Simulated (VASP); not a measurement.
Input of a VASP 6.6.1 run:

File INCAR:

```
SYSTEM = TiAl3
PREC = Accurate
ENCUT = 520
EDIFF = 1E-7
ISMEAR = 0
SIGMA = 0.1
LREAL = .FALSE.
LASPH = .TRUE.
NELM = 60
ALGO = Fast
ISIF = 2
LWAVE = .FALSE.
LCHARG = .TRUE.
GGA = PE
LELF = .TRUE.
LVHAR = .TRUE.
NBANDS = 18
```

KPOINTS

```
Automatic mesh
0
G
  12 12 12
  0 0 0
```

POSCAR

```
TiAl3
1.0
    3.7629230195      0.0000000000      0.0000000000
    0.0000000000      3.7629230195      0.0000000000
    0.0000000000      0.0000000000      3.7629230195
Ti Al
1 3
Direct
    0.0000000000      0.0000000000      0.0000000000
    0.5000000000      0.5000000000      0.0000000000
    0.5000000000      0.0000000000      0.5000000000
    0.0000000000      0.5000000000      0.5000000000
```

Potentials or basis: VASP PAW PBE potentials, release 64 (Ti_sv, Al).

Run with:

```sh
$ cat potpaw_PBE.64/Ti_sv/POTCAR potpaw_PBE.64/Al/POTCAR > POTCAR
$ mpirun -np 1 vasp_std > vasp.out
```

Q: What does it give for the band gap on the k mesh?

A: Zero (an odd number of electrons rules out a gap without spin polarisation).

Q: What does it give for the pressure?

A: 25.0 GPa.

Caveat: the cell stands under pressure.
